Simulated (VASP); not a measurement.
# CsH (Fm-3m) in VASP: further runs

CsH is run at these levels: r2SCAN; tasks: relaxation of cell and atoms.

All numbers are computed with VASP 6.6.1; they aren't measurements. Logs are shortened: lines on timing, memory, paths and dates and some standing lists are left out, and cuts for length are marked.

## Step 1: The cell of the first run

The structure is cubic, space group Fm-3m (No. 225). The conventional cell has a = 6.376 Å, b = 6.376 Å, c = 6.376 Å, α = 90.00°, β = 90.00°, γ = 90.00°. Cs (site symmetry m-3m) has 6 H at 3.19 Å within 4.2 Å. H (site symmetry m-3m) has 6 Cs at 3.19 Å within 4.2 Å.

## Step 2: Relaxation of cell and atoms, r2SCAN, target pressure 2 GPa, at which the enthalpy is minimised

The input, POSCAR:

```
CsH
1.0
    3.1880000000      3.1880000000      0.0000000000
   -3.1880000000      3.1880000000      0.0000000000
    0.0000000000      3.1880000000      3.1880000000
Cs H
1 1
Direct
    0.0000000000      0.0000000000      0.0000000000
    0.5000000000      0.5000000000      0.0000000000
```

The input, INCAR.step1:

```
SYSTEM = CsH
ALGO = Normal ; EDIFF = 1E-4
ENCUT = 600 ; GGA = PE
ISMEAR = 0 ; LASPH = .TRUE.
LCHARG = .FALSE. ; LREAL = .FALSE.
LWAVE = .TRUE. ; NELM = 80
PREC = Accurate ; SIGMA = 0.01
```

The input, INCAR.step2:

```
SYSTEM = CsH
ALGO = Normal ; EDIFF = 1E-6
EDIFFG = -0.002 ; ENCUT = 600
IBRION = 2 ; ISIF = 3
ISMEAR = 0 ; ISTART = 1
LASPH = .TRUE. ; LCHARG = .FALSE.
LMIXTAU = .TRUE. ; LREAL = .FALSE.
LWAVE = .FALSE. ; METAGGA = R2SCAN
NELM = 80 ; NSW = 100
PREC = Accurate ; PSTRESS = 20.0
SIGMA = 0.01
```

The input, KPOINTS:

```
k-points
0
G
  6 6 6
  0 0 0
```

Potentials or basis: VASP PAW PBE potentials, release 64 (Cs_sv, H).

On the command line:

```
> cat potpaw_PBE.64/Cs_sv/POTCAR potpaw_PBE.64/H/POTCAR > POTCAR
> cp INCAR.step1 INCAR
> mpirun -np 1 vasp_std > vasp.out
> cp INCAR.step2 INCAR
> mpirun -np 1 vasp_std > vasp.out
```

OUTCAR:

```text
SYSTEM = CsH
   EDIFF = 1E-6
   EDIFFG = -0.002
   ENCUT = 600
   IBRION = 2
   ISIF = 3
   ISMEAR = 0
   ISTART = 1
   LASPH = .TRUE.
   LREAL = .FALSE.
   METAGGA = R2SCAN
   NELM = 80
   NSW = 100
   PREC = Accurate
   PSTRESS = 20.0

 ion  position               nearest neighbor table
   1  0.000  0.000  0.000-
   2  0.500  0.500  0.000-

  LATTYP: Found a face centered cubic cell.
 ALAT       =     6.3760000000

  Lattice vectors:

 A1 = (   0.0000000000,   3.1880000000,   3.1880000000)
 A2 = (   3.1880000000,   0.0000000000,   3.1880000000)
 A3 = (   3.1880000000,   3.1880000000,   0.0000000000)

Analysis of symmetry for initial positions (statically):
=====================================================================
 Subroutine PRICEL returns:
 Original cell was already a primitive cell.

 Routine SETGRP: Setting up the symmetry group for a
 face centered cubic supercell.

 Subroutine GETGRP returns: Found 48 space group operations
 (whereof 48 operations were pure point group operations)
 out of a pool of 48 trial point group operations.

The static configuration has the point symmetry O_h .

Analysis of symmetry for dynamics (positions and initial velocities):
=====================================================================
 Subroutine PRICEL returns:
 Original cell was already a primitive cell.

 Routine SETGRP: Setting up the symmetry group for a
 face centered cubic supercell.

 Subroutine GETGRP returns: Found 48 space group operations
 (whereof 48 operations were pure point group operations)
 out of a pool of 48 trial point group operations.

The dynamic configuration has the point symmetry O_h .

 Subroutine INISYM returns: Found 48 space group operations
 (whereof 48 operations are pure point group operations),
 and found     1 'primitive' translations

----------------------------------------------------------------------------------------

                                     Primitive cell

  volume of cell :      64.8015

  direct lattice vectors                    reciprocal lattice vectors
     3.188000000  3.188000000  0.000000000     0.156838143  0.156838143 -0.156838143
    -3.188000000  3.188000000  0.000000000    -0.156838143  0.156838143 -0.156838143
     0.000000000  3.188000000  3.188000000     0.000000000  0.000000000  0.313676286

  length of vectors
     4.508512837  4.508512837  4.508512837     0.271651632  0.271651632  0.313676286

  position of ions in fractional coordinates (direct lattice)
     0.000000000  0.000000000  0.000000000
     0.500000000  0.500000000  0.000000000

  ion indices of the primitive-cell ions
   primitive index   ion index
                 1           1
[... 62 lines left out ...]
   ENCUT  =  600.0 eV  44.10 Ry    6.64 a.u.   9.00  9.00  9.00*2*pi/ulx,y,z
   NELM   =     80;   NELMIN=  2; NELMDL=  0     # of ELM steps
   EDIFF  = 0.1E-05   stopping-criterion for ELM
   LREAL  =      F    real-space projection
   EDIFFG = -.2E-02   stopping-criterion for IOM
   NSW    =    100    number of steps for IOM
   IBRION =      2    ionic relax: 0-MD 1-quasi-New 2-CG
   NFREE  =      1    steps in history (QN), initial steepest desc. (CG)
   ISIF   =      3    stress and relaxation
   ISYM   =      2    0-nonsym 1-usesym 2-fastsym
   POTIM  = 0.5000    time-step for ionic-motion
   TEBEG  =    0.0;   TEEND  =   0.0 temperature during run
   PSTRESS=   20.0 pullay stress
   NELECT =      10.0000    total number of electrons
   NUPDOWN=      -1.0000    fix difference up-down
   EMIN   =  10.00;   EMAX   =-10.00  energy-range for DOS
   EFERMI =   0.00;   METHOD = LEGACY
   ISMEAR =     0;   SIGMA  =   0.01  broadening in eV -4-tet -1-fermi 0-gaus
   EFERMI_NEDOS =   21; number of points for ismear=-14 and -15
   IALGO  =     38    algorithm
   IMIX   =      4    mixing-type and parameters
     AMIX     =   0.40;   BMIX     =  1.00
     AMIX_MAG =   1.60;   BMIX_MAG =  1.00
  volume/ion in A,a.u.               =      32.40       218.65
  Fermi-wavevector in a.u.,A,eV,Ry     =   0.878105  1.659378 10.491026  0.771069
  Thomas-Fermi vector in A             =   1.998146
   LORBIT       =      0    0 simple, 1 ext, 2 COOP (PROOUT), +10 PAW based schemes
   METAGGA = R2SCAN    functional components
   LHFCALC =     F    Hartree Fock is set to
   AEXX    =    0.0000 exact exchange contribution
   IVDW    =     0    specifies the selected vdW correction
   LEPSILON=     F    determine dielectric tensor
   LRPA    =     F    only Hartree local field effects (RPA)
 conjugate gradient relaxation of ions
 non-spin polarized calculation
 Gauss-broadening in eV      SIGMA  =   0.01
  energy-cutoff  :      600.00
  volume of cell :       64.80
 maximum number of plane-waves:      2200
   NGX = 17   NGY = 17   NGZ = 17

--------------------------------------- Ionic step        1  -------------------------------------------

 number of electron       9.9999999 magnetization

 Free energy of the ion-electron system (eV)
  ---------------------------------------------------
  ext. energy  EPLUGINS =         0.00000000
  ---------------------------------------------------
  free energy    TOTEN  =       -28.98869593 eV

  energy without entropy =      -28.98869593  energy(sigma->0) =      -28.98869593

 E-fermi :  -0.0248     XC(G=0):  -7.5572

 val. band max:       -0.1129119764   @ k =   0.5000   0.0000   0.0000
 cond. band min:       2.5503887668   @ k =   0.5000   0.0000   0.0000
 fundamental gap:      2.6633007432
 Fermi energy:        -0.0247872079

 k-point     1 :       0.0000    0.0000    0.0000
  band No.  band energies     occupation
      1     -22.1861      2.00000
      2      -8.2713      2.00000
      3      -8.2713      2.00000
      4      -8.2713      2.00000
      5      -1.7623      2.00000
      6       5.5767      0.00000
      7       5.5767      0.00000
      8       5.5767      0.00000
      9       6.2224      0.00000
[... 287 lines left out ...]
  energy  without entropy=      -28.9498073455  energy(sigma->0) =      -28.94980735

  enthalpy is  TOTEN    =       -28.2381156949 eV   P V=        0.7116916506

[... ionic steps 4 to 16 ...]

--------------------------------------- Ionic step       17  -------------------------------------------

 number of electron       9.9999999 magnetization

------------------------ aborting loop because EDIFF is reached ----------------------------------------
[... 71 lines left out ...]
--------------------------------------- Ionic step       19  -------------------------------------------

 number of electron       9.9999999 magnetization

 Free energy of the ion-electron system (eV)
  ---------------------------------------------------
  ext. energy  EPLUGINS =         0.00000000
  ---------------------------------------------------
  free energy    TOTEN  =       -28.93771199 eV

  energy without entropy =      -28.93771199  energy(sigma->0) =      -28.93771199

 E-fermi :   0.7686     XC(G=0):  -8.1614

 val. band max:        0.6656364375   @ k =   0.5000   0.0000   0.0000
 cond. band min:       3.1212763009   @ k =   0.5000   0.0000   0.0000
 fundamental gap:      2.4556398635
 Fermi energy:         0.7685650800

 k-point     1 :       0.0000    0.0000    0.0000
  band No.  band energies     occupation
      1     -21.5336      2.00000
      2      -7.4291      2.00000
      3      -7.4291      2.00000
      4      -7.4291      2.00000
      5      -1.3008      2.00000
      6       6.3013      0.00000
      7       6.3013      0.00000
      8       6.3013      0.00000
      9       7.5491      0.00000
[... 211 lines left out ...]
  energy  without entropy=      -28.9377119902  energy(sigma->0) =      -28.93771199

  enthalpy is  TOTEN    =       -28.2391208176 eV   P V=        0.6985911725

 reached required accuracy - stopping structural energy minimisation
```

OSZICAR.step1:

```text
N       E                     dE             d eps       ncg     rms          rms(c)
DAV:   1     0.514191643075E+02    0.51419E+02   -0.46274E+03   288   0.103E+03
DAV:   2    -0.228838226281E+01   -0.53708E+02   -0.52532E+02   417   0.134E+02
DAV:   3    -0.536523408201E+01   -0.30769E+01   -0.30755E+01   305   0.401E+01
DAV:   4    -0.539130054677E+01   -0.26066E-01   -0.26064E-01   434   0.410E+00
DAV:   5    -0.539136758991E+01   -0.67043E-04   -0.67042E-04   367   0.177E-01    0.379E+00
DAV:   6    -0.467198502805E+01    0.71938E+00   -0.85784E-01   311   0.384E+00    0.158E+00
DAV:   7    -0.452674583119E+01    0.14524E+00   -0.82100E-01   321   0.347E+00    0.640E-01
DAV:   8    -0.455193399448E+01   -0.25188E-01   -0.70101E-02   301   0.133E+00    0.248E-01
DAV:   9    -0.454948240666E+01    0.24516E-02   -0.11789E-02   368   0.516E-01    0.452E-02
DAV:  10    -0.454987878062E+01   -0.39637E-03   -0.21485E-03   328   0.228E-01    0.660E-02
DAV:  11    -0.454977555581E+01    0.10322E-03   -0.38790E-04   312   0.858E-02    0.958E-03
DAV:  12    -0.454977729057E+01   -0.17348E-05   -0.54488E-05   221   0.384E-02
   1 F= -.45497773E+01 E0= -.45497773E+01  d E =-.555866E-27
```

It took 4.4 min on 1 thread of AMD EPYC 9R45 (Zen 5), shared host; peak memory 0.21 GiB.

Results:

```yaml
Free_energy: -28.9377 eV
Relaxed_volume: 27.98 Å³/atom
Relaxed_cell: a = 4.293 Å, b = 4.293 Å, c = 4.293 Å, α = 60.00°, β = 60.00°, γ = 90.00°
Space_group_after_relaxing_to_0.1_Å: Fm-3m (No. 225)
Energy_change_on_relaxing_the_run_minimises_the_enthalpy: +25.5 meV/atom
Ionic_steps: 19
Pressure_after_relaxing: 2.0 GPa
Band_gap_on_the_k_mesh: 2.46 eV
```

The path:
```csv
step,energy change (eV),largest force (eV/Å),pressure (GPa),volume (Å³)
1,0.0000,0.0000,0.07,64.80
2,0.0082,0.0000,0.70,61.20
3,0.0389,0.0000,1.70,57.01
4,0.0517,0.0000,2.03,55.90
5,0.0496,0.0000,1.97,56.07
6,0.0496,0.0000,1.97,56.07
7,0.0497,0.0000,1.96,56.07
8,0.0497,0.0000,1.97,56.07
9,0.0497,0.0000,1.97,56.07
10,0.0497,0.0000,1.97,56.07
11,0.0497,0.0000,1.97,56.07
12,0.0497,0.0000,1.97,56.07
13,0.0497,0.0000,1.97,56.07
14,0.0497,0.0000,1.96,56.07
15,0.0497,0.0000,1.96,56.06
16,0.0498,0.0000,1.95,56.06
17,0.0500,0.0000,1.97,56.04
18,0.0503,0.0000,1.99,56.02
19,0.0510,0.0000,2.00,55.96
```

Final structure:
```xyz
2
Lattice="3.0359 3.0359 0.0000 -3.0359 3.0359 0.0000 0.0000 3.0359 3.0359" Properties=species:S:1:pos:R:3 pbc="T T T"
Cs    0.0000    0.0000    0.0000
H     0.0000    3.0359    0.0000
```

Levels at points of the mesh, in eV from the valence-band top:
```tsv
k point	band 3	band 4	band 5	band 6	band 7	band 8
(0.00, 0.00, 0.00)	-8.09	-8.09	-1.97	5.64	5.64	5.64
(0.50, 0.00, 0.00)	-8.23	-8.23	0.00	2.46	5.14	5.14
(0.50, 0.50, 0.00)	-8.50	-8.50	-1.62	3.15	6.74	9.32
```

Caveat: the cell is relaxed towards a set pressure, so the run minimises the enthalpy, not the energy; the PAW data sets were made with another functional, which shifts forces and pressure a little; spin-orbit coupling is left out, which moves the levels of the heavy elements. A k mesh can miss the band edges.

[end of part 1 of 2]
